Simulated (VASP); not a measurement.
# MoS2 in VASP: notebook, part 2 of 2

VASP 6.6.1. Earlier steps stand in the parts before.

**4. Single point, PBE**

This run uses another cell than the first one.

INCAR reads:

```
SYSTEM = MoS2
PREC     = Accurate       ! precision mode
ENCUT    = 520            ! plane-wave cutoff, eV
EDIFF    = 1E-7           ! SCF threshold, eV
ISMEAR   = 0              ! smearing method
SIGMA    = 0.015          ! smearing width, eV
LREAL    = .False.        ! projectors in reciprocal space
LASPH    = .True.         ! aspherical terms in the spheres
NELM     = 60             ! most SCF steps
ALGO     = Normal         ! electronic algorithm
ISIF     = 2              ! what is computed and relaxed
LWAVE    = .False.        ! write WAVECAR
LCHARG   = .False.        ! write CHGCAR
GGA      = PE             ! functional
NBANDS   = 35             ! bands
```

KPOINTS reads:

```
regular mesh
0
Gamma
  10 10 2
  0 0 0
```

POSCAR reads:

```
MoS2
1.0
    3.1845414560      0.0000000000      0.0000000000
   -1.5922707280      2.7578938003      0.0000000000
    0.0000000000      0.0000000000     21.6705347200
Mo S
2 4
Direct
    0.3333333333      0.6666666667      0.8511602300
    0.6666666667      0.3333333333      0.1488397700
    0.6666666667      0.3333333333      0.7796253900
    0.3333333333      0.6666666667      0.0772510000
    0.6666666667      0.3333333333      0.9227490000
    0.3333333333      0.6666666667      0.2203746100
```

Potentials or basis: VASP PAW PBE potentials, release 64 (Mo_sv, S).

The run is started by

```sh
$ cat potpaw_PBE.64/Mo_sv/POTCAR potpaw_PBE.64/S/POTCAR > POTCAR
$ mpirun -np 1 vasp_std > vasp.out
```

OUTCAR:

```text
SYSTEM = MoS2
   PREC = Accurate
   ENCUT = 520
   EDIFF = 1E-7
   ISMEAR = 0
   LREAL = .False.
   LASPH = .True.
   NELM = 60
   ISIF = 2
   GGA = PE

 ion  position               nearest neighbor table
   1  0.333  0.667  0.851-   3 2.40   3 2.40   3 2.40   5 2.41   5 2.41   5 2.41
   2  0.667  0.333  0.149-   6 2.40   6 2.40   6 2.40   4 2.41   4 2.41   4 2.41
   3  0.667  0.333  0.780-   1 2.40   1 2.40   1 2.40
   4  0.333  0.667  0.077-   2 2.41   2 2.41   2 2.41
   5  0.667  0.333  0.923-   1 2.41   1 2.41   1 2.41
   6  0.333  0.667  0.220-   2 2.40   2 2.40   2 2.40

[... 1119 lines left out ...]
  -------------------------------------------------------------------------------------
  Total        0.4746264      0.4746264      1.5197583      0.0000000     -0.0000000      0.0000000
  in kB        3.9954745      3.9954745     12.7935488      0.0000000     -0.0000000      0.0000000
  external PRESSURE =       6.9281659 kB  Pullay stress =       0.0000000 kB

 VOLUME and BASIS-vectors are now :
 -----------------------------------------------------------------------------
  energy-cutoff  :      520.00
  volume of cell :      190.32
      direct lattice vectors                 reciprocal lattice vectors
     3.184541456  0.000000000  0.000000000     0.314016952  0.181297771  0.000000000
    -1.592270728  2.757893800  0.000000000     0.000000000  0.362595543  0.000000000
     0.000000000  0.000000000 21.670534720     0.000000000  0.000000000  0.046145608

 POSITION                                       TOTAL-FORCE (eV/Angst)
 -----------------------------------------------------------------------------------
     -0.00000      1.83860     18.44510        -0.000000      0.000000      0.001156
      1.59227      0.91930      3.22544         0.000000     -0.000000     -0.001156
      1.59227      0.91930     16.89490        -0.000000      0.000000     -0.221298
     -0.00000      1.83860      1.67407         0.000000      0.000000     -0.161293
      1.59227      0.91930     19.99646        -0.000000      0.000000      0.161293
     -0.00000      1.83860      4.77564         0.000000     -0.000000      0.221298
 -----------------------------------------------------------------------------------
    total drift:                                0.000000     -0.000000      0.000000

  FREE ENERGIE OF THE ION-ELECTRON SYSTEM (eV)
  ---------------------------------------------------
  free  energy   TOTEN  =       -43.6894301639 eV

  energy  without entropy=      -43.6894301639  energy(sigma->0) =      -43.68943016
```

Run time: 2.2 min. Hardware: 1 thread of Intel Xeon 6975P-C (Granite Rapids), shared host; peak memory 0.37 GiB.

What came out:

```yaml
Free_energy: -43.6894 eV
Largest_force: 0.221 eV/Å
Band_gap_on_the_k_mesh: 1.40 eV (least direct gap 1.89 eV)
```

Forces in eV/Å, atoms in the order of the input:
```
Mo   0.000  0.000  0.001
Mo   0.000  0.000 -0.001
S    0.000  0.000 -0.221
S    0.000  0.000 -0.161
S    0.000  0.000  0.161
S    0.000  0.000  0.221
```

Caveat: there is no dipole correction, which matters where the two faces differ.

**5. Single point, PBE**

This run uses another cell than the first one.

INCAR reads:

```
SYSTEM = MoS2
PREC = Accurate
ENCUT = 520
EDIFF = 1E-7
ISMEAR = -1
SIGMA = 0.05
LREAL = .FALSE.
LASPH = .TRUE.
NELM = 60
ALGO = Normal
ISIF = 2
LWAVE = .FALSE.
LCHARG = .FALSE.
GGA = PE
NBANDS = 35
```

KPOINTS reads:

```
Automatic mesh
0
G
  10 10 2
  0 0 0
```

POSCAR reads:

```
MoS2
1.0
    3.1847174058      0.0000000000      0.0000000000
   -1.5923587029      2.7580461773      0.0000000000
    0.0000000000      0.0000000000     22.1533086213
Mo S
2 4
Direct
    0.3333333333      0.6666666667      0.8332834985
    0.6666666667      0.3333333333      0.1667165015
    0.6666666667      0.3333333333      0.7627460085
    0.3333333333      0.6666666667      0.0961742556
    0.6666666667      0.3333333333      0.9038257444
    0.3333333333      0.6666666667      0.2372539915
```

Potentials or basis: VASP PAW PBE potentials, release 64 (Mo_sv, S).

The run is started by

```sh
$ cat potpaw_PBE.64/Mo_sv/POTCAR potpaw_PBE.64/S/POTCAR > POTCAR
$ mpirun -np 1 vasp_std > vasp.out
```

OUTCAR:

```text
SYSTEM = MoS2
   PREC = Accurate
   ENCUT = 520
   EDIFF = 1E-7
   ISMEAR = -1
   LREAL = .FALSE.
   LASPH = .TRUE.
   NELM = 60
   ISIF = 2
   GGA = PE

 ion  position               nearest neighbor table
   1  0.333  0.667  0.833-   3 2.41   3 2.41   3 2.41   5 2.41   5 2.41   5 2.41
   2  0.667  0.333  0.167-   6 2.41   6 2.41   6 2.41   4 2.41   4 2.41   4 2.41
   3  0.667  0.333  0.763-   1 2.41   1 2.41   1 2.41
   4  0.333  0.667  0.096-   2 2.41   2 2.41   2 2.41
   5  0.667  0.333  0.904-   1 2.41   1 2.41   1 2.41
   6  0.333  0.667  0.237-   2 2.41   2 2.41   2 2.41
[... 1119 lines left out ...]
  -------------------------------------------------------------------------------------
  Total       -0.0637356     -0.0637356     -0.1159960      0.0000000      0.0000000      0.0000000
  in kB       -0.5247857     -0.5247857     -0.9550858      0.0000000      0.0000000      0.0000000
  external PRESSURE =      -0.6682191 kB  Pullay stress =       0.0000000 kB

 VOLUME and BASIS-vectors are now :
 -----------------------------------------------------------------------------
  energy-cutoff  :      520.00
  volume of cell :      194.59
      direct lattice vectors                 reciprocal lattice vectors
     3.184717406  0.000000000  0.000000000     0.313999603  0.181287755  0.000000000
    -1.592358703  2.758046177  0.000000000     0.000000000  0.362575510  0.000000000
     0.000000000  0.000000000 22.153308621     0.000000000  0.000000000  0.045139984

 POSITION                                       TOTAL-FORCE (eV/Angst)
 -----------------------------------------------------------------------------------
     -0.00000      1.83870     18.45999        -0.000000     -0.000000      0.000184
      1.59236      0.91935      3.69332         0.000000      0.000000     -0.000184
      1.59236      0.91935     16.89735         0.000000     -0.000000      0.011190
     -0.00000      1.83870      2.13058        -0.000000      0.000000      0.011817
      1.59236      0.91935     20.02273         0.000000     -0.000000     -0.011817
     -0.00000      1.83870      5.25596         0.000000      0.000000     -0.011190
 -----------------------------------------------------------------------------------
    total drift:                               -0.000000      0.000000      0.000000

  FREE ENERGIE OF THE ION-ELECTRON SYSTEM (eV)
  ---------------------------------------------------
  free  energy   TOTEN  =       -43.7106168148 eV

  energy  without entropy=      -43.7106168063  energy(sigma->0) =      -43.71061681
```

OSZICAR:

```text
N       E                     dE             d eps       ncg     rms          rms(c)
DAV:   1     0.422513775187E+03    0.42251E+03   -0.27955E+04  2336   0.130E+03
DAV:   2    -0.203023220409E+02   -0.44282E+03   -0.42815E+03  2477   0.322E+02
DAV:   3    -0.460756086821E+02   -0.25773E+02   -0.25319E+02  2448   0.703E+01
[... 15 lines left out ...]
DAV:  19    -0.437106024306E+02   -0.22300E-04   -0.68785E-07  1841   0.344E-03    0.221E-03
DAV:  20    -0.437106147913E+02   -0.12361E-04   -0.43180E-07  1759   0.214E-03    0.142E-03
DAV:  21    -0.437106160004E+02   -0.12090E-05   -0.30501E-08  1566   0.618E-04    0.663E-04
DAV:  22    -0.437106167745E+02   -0.77415E-06   -0.39741E-08  1429   0.488E-04    0.286E-04
DAV:  23    -0.437106168148E+02   -0.40249E-07   -0.32072E-09  1366   0.189E-04
   1 F= -.43710617E+02 E0= -.43710617E+02  d E =-.844269E-08
```

It took 2.3 min on 1 thread of Intel Xeon 6975P-C (Granite Rapids), shared host; peak memory 0.38 GiB.

What came out:

```
Free energy            : -43.7106 eV
Largest force          : 0.012 eV/Å
Band gap on the k mesh : 1.69 eV (least direct gap 1.92 eV)
```

Forces on the atoms (eV/Å):
```
Mo   0.000  0.000  0.000
Mo   0.000  0.000  0.000
S    0.000  0.000  0.011
S    0.000  0.000  0.012
S    0.000  0.000 -0.012
S    0.000  0.000 -0.011
```

Caveat: there is no dipole correction, which matters where the two faces differ.

**6. Relaxation of cell and atoms, PBEsol+U**

This run uses another cell than the first one.

INCAR reads:

```
  ALGO = Normal
  EDIFF = 1E-6
  EDIFFG = -0.01
  ENCUT = 600
  GGA = PS
  IBRION = 2
  ISIF = 3
  ISMEAR = -1
  LASPH = True
  LCHARG = False
  LDAU = True
  LDAUJ = 0 0
  LDAUL = 2 -1
  LDAUPRINT = 1
  LDAUTYPE = 2
  LDAUU = 5 0
  LMAXMIX = 4
  LREAL = False
  LWAVE = False
  NELM = 150
  NSW = 60
  PREC = Accurate
  SIGMA = 0.05
```

KPOINTS reads:

```
k-points
0
Gamma
  10 10 2
```

POSCAR reads:

```
MoS2
1.0
    3.1845414560      0.0000000000      0.0000000000
   -1.5922707280      2.7578938003      0.0000000000
    0.0000000000      0.0000000000     21.6705347200
Mo S
2 4
Direct
    0.3333333333      0.6666666667      0.8511602300
    0.6666666667      0.3333333333      0.1488397700
    0.6666666667      0.3333333333      0.7796253900
    0.3333333333      0.6666666667      0.0772510000
    0.6666666667      0.3333333333      0.9227490000
    0.3333333333      0.6666666667      0.2203746100
```

Potentials or basis: VASP PAW PBE potentials, release 64 (Mo_sv, S).

The run is started by

```sh
$ cat potpaw_PBE.64/Mo_sv/POTCAR potpaw_PBE.64/S/POTCAR > POTCAR
$ mpirun -np 1 vasp_std > vasp.out
```

Wall time 1.5 h (1 thread of Oxide Virtual Turin-like, shared host); peak memory 0.46 GiB.

Results (log left out):

- Free energy: -34.9161 eV
- Relaxed cell: a = 3.163 Å, b = 3.163 Å, c = 21.222 Å, α = 90.00°, β = 90.00°, γ = 120.00°
- Space group after relaxing (to 0.1 Å): P-3m1 (No. 164)
- Energy gained by relaxing: 2.7 meV/atom
- Ionic steps: 24
- Largest force after relaxing: 0.003 eV/Å
- Band gap on the k mesh: 1.45 eV (least direct gap 1.86 eV)

Forces on the atoms (eV/Å):
```
Mo   0.000  0.000 -0.001
Mo   0.000  0.000  0.001
S    0.000  0.000 -0.003
S    0.000  0.000  0.000
S    0.000  0.000  0.000
S    0.000  0.000  0.003
```

The path:
```csv
step,energy change (eV),largest force (eV/Å),pressure (GPa),volume (Å³)
1,0.0000,0.2364,-0.08,190.32
2,-0.0101,0.1574,-0.58,189.89
3,-0.0117,0.0547,-0.44,190.01
4,-0.0107,0.1071,0.57,187.66
5,-0.0132,0.0239,-0.01,188.99
6,-0.0132,0.0221,0.00,189.01
7,-0.0128,0.0232,-0.23,189.51
8,-0.0132,0.0207,-0.03,189.03
9,-0.0133,0.0252,-0.02,188.95
10,-0.0135,0.0391,0.00,188.71
11,-0.0137,0.0664,0.05,188.23
12,-0.0137,0.0653,0.04,188.22
13,-0.0138,0.0621,0.03,188.18
14,-0.0140,0.0554,0.01,188.09
15,-0.0142,0.0428,-0.04,187.92
16,-0.0146,0.0173,-0.14,187.57
17,-0.0148,0.0407,-0.34,186.88
18,-0.0148,0.0273,-0.28,187.07
19,-0.0150,0.0274,-0.28,186.92
20,-0.0153,0.0275,-0.26,186.49
21,-0.0158,0.0272,-0.22,185.63
22,-0.0163,0.0288,-0.12,183.90
23,-0.0164,0.0097,-0.05,183.92
24,-0.0164,0.0034,-0.01,183.93
```

Final structure:
```
CELL_PARAMETERS angstrom
3.16349 0.00000 0.00000
-1.58175 2.73966 0.00000
0.00000 0.00000 21.22160
ATOMIC_POSITIONS crystal
Mo 0.33333 0.66667 0.85197
Mo 0.66667 0.33333 0.14803
S 0.66667 0.33333 0.77804
S 0.33333 0.66667 0.07404
S 0.66667 0.33333 0.92596
S 0.33333 0.66667 0.22196
```

Levels at points of the mesh, in eV from the valence-band top:
```csv
k point,band 22,band 23,band 24,band 25,band 26,band 27,band 28,band 29,band 30,band 31
"(0.00, 0.00, 0.00)",-1.69,-1.68,-1.68,-0.61,0.00,2.52,2.52,2.53,2.53,2.70
"(0.50, 0.00, 0.00)",-2.21,-1.33,-1.25,-1.10,-1.05,2.06,2.08,2.41,2.54,3.39
"(0.00, 0.00, 0.50)",-1.69,-1.68,-1.68,-0.61,0.00,2.52,2.52,2.53,2.53,2.70
"(0.50, 0.00, 0.50)",-2.21,-1.33,-1.25,-1.10,-1.05,2.06,2.08,2.41,2.54,3.39
```

Eigenvalues of the final occupation matrices:
```csv
site,spin,trace,eigenvalues
site 1 d,1,1.95,0.37 0.37 0.39 0.39 0.42
site 1 d,2,1.95,0.37 0.37 0.39 0.39 0.42
site 2 d,1,1.95,0.37 0.37 0.39 0.39 0.42
site 2 d,2,1.95,0.37 0.37 0.39 0.39 0.42
```

Caveat: there is no dipole correction, which matters where the two faces differ; the relaxation moved the vacuum too, so the length across it says nothing of the material; the PAW data sets were made with another functional, which shifts forces and pressure a little.

**7. Summary**

| task | level | potentials or basis | U | cell | cutoff (eV) | smearing | gap on the mesh (eV) | largest force (eV/Å) |
| --- | --- | --- | --- | --- | --- | --- | --- | --- |
| single point | LDA | VASP PAW LDA potentials, release 64 (Mo_sv, S) | - | a = 3.121, b = 3.121, c = 21.363 Å, angles 90.0, 90.0, 120.0°, 6 atoms, atomic positions A | 520 | fermi-dirac 0.05 eV | 1.24 | 0.02 |
| single point | BLYP+D4 | VASP PAW PBE potentials, release 64 (Mo_sv, S) | - | a = 3.198, b = 3.198, c = 21.134 Å, angles 90.0, 90.0, 120.0°, 6 atoms, atomic positions B | 520 | fermi-dirac 0.05 eV | 1.16 | 0.01 |
| single point | PBE | VASP PAW PBE potentials, release 64 (Mo_sv, S) | - | a = 3.185, b = 3.185, c = 21.671 Å, angles 90.0, 90.0, 120.0°, 6 atoms, atomic positions C | 520 | gaussian 0.015 eV | 1.40 | 0.22 |
| single point | PBE | VASP PAW PBE potentials, release 64 (Mo_sv, S) | - | a = 3.185, b = 3.185, c = 22.153 Å, angles 90.0, 90.0, 120.0°, 6 atoms, atomic positions D | 520 | fermi-dirac 0.05 eV | 1.69 | 0.01 |
| relaxation of cell and atoms | PBEsol+U | VASP PAW PBE potentials, release 64 (Mo_sv, S) | Mo d U = 5.0 eV | relaxed from a = 3.185, b = 3.185, c = 21.671 Å, angles 90.0, 90.0, 120.0°, 6 atoms, atomic positions C | 600 | fermi-dirac 0.05 eV | 1.45 | - |

Alike in all rows: no spin polarisation; k mesh 10 × 10 × 2.

Caveats: there is no dipole correction, which matters where the two faces differ; the PAW data sets were made with another functional, which shifts forces and pressure a little (at least some runs); the relaxation moved the vacuum too, so the length across it says nothing of the material (at least some runs).

Absolute energies hang on the potentials; compare differences alone.
